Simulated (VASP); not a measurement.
Wanted: the native input for a VASP 6.6.1 run.

* Task: single point
* Functional: PBEsol
* Potentials or basis: VASP PAW PBE potentials, release 64 (Be)
* Cutoff: 520 eV
* k mesh: 11 × 11 × 11
* Occupations: tetrahedron
* Spin: non-collinear spin, typed start
* Starting moments: [[0.0, 0.0, 0.5]] μB
* Dipole correction: no
* Further INCAR settings: ALGO = Fast; EDIFF = 1e-06; NBANDS = 13

The structure of Be lies in POSCAR:

```
Be
1.0
   -1.2397680000      1.2410000000      1.2245450000
    1.2687990000     -1.2800360000      1.2926110000
    1.2262810000      1.2665490000     -1.2635810000
Be
1
Direct
   -0.0482070000     -0.0048450000     -0.0077540000
```

This cell differs from its parent crystal: the cell strained at random.

These files were run (other wordings do the same):

INCAR

```
ALGO = Fast ; EDIFF = 1E-6
ENCUT = 520 ; GGA = PS
ISIF = 2 ; ISMEAR = -5
LASPH = T ; LCHARG = F
LNONCOLLINEAR = T ; LORBIT = 11
LREAL = F ; LWAVE = F
MAGMOM = 0 0 0.5 ; NBANDS = 13
NELM = 150 ; PREC = Accurate
SIGMA = 0.05
```

KPOINTS

```
k-points
0
Gamma
  11 11 11
```

Potentials or basis: VASP PAW PBE potentials, release 64 (Be).

The run is started by

```bash
$ cat potpaw_PBE.64/Be/POTCAR > POTCAR
$ mpirun -np 1 vasp_ncl > vasp.out
```

It gave:

* Pressure: -1.4 GPa
* Band gap on the k mesh: zero (bands 2 and 3 overlap by 3.78 eV)
* Net moment: 0.00 μB per cell
* Valence electrons inside the program's atomic spheres: Be 1.17

Caveat: the cell differs from its parent crystal (the cell strained at random); the PAW data sets were made with another functional, which shifts forces and pressure a little; tetrahedron occupations give inexact forces and stress in metals.

Run time: 56 s on 1 thread of AMD EPYC 9R45 96-Core Processor (Zen 5), with other jobs on the host, peak memory 0.18 GiB.
